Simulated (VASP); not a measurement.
The system is KBr.

```xyz
2
Lattice="3.9763 0.0000 0.0000 0.0000 3.9763 0.0000 0.0000 0.0000 3.9763" Properties=species:S:1:pos:R:3 pbc="T T T"
K     0.0000    0.0000    0.0000
Br    1.9882    1.9882    1.9882
```

Base run:

* Program: VASP 6.6.1
* Functional: r2SCAN
* Potentials or basis: VASP PAW PBE potentials, release 64 (K_sv, Br)
* Cutoff: 520 eV
* k mesh: 4 × 4 × 4
* Occupations: gaussian, width 0.01 eV
* Spin: no spin polarisation

Its results: band gap on the k mesh 4.77 eV (least direct gap 5.05 eV); pressure 0.0 GPa.

Problem. The run is repeated on the same cell with these changes: functional from r2SCAN to PBE-based screened hybrid with 20 % exact exchange. What comes out?

Solution. Band gap on the k mesh 4.95 eV (least direct gap 5.25 eV); pressure 0.6 GPa.

Caveats: the structure was generated, so it needn't be the stable form of KBr; the PAW data sets were made with another functional, which shifts forces and pressure a little.

A k mesh can miss the band edges.
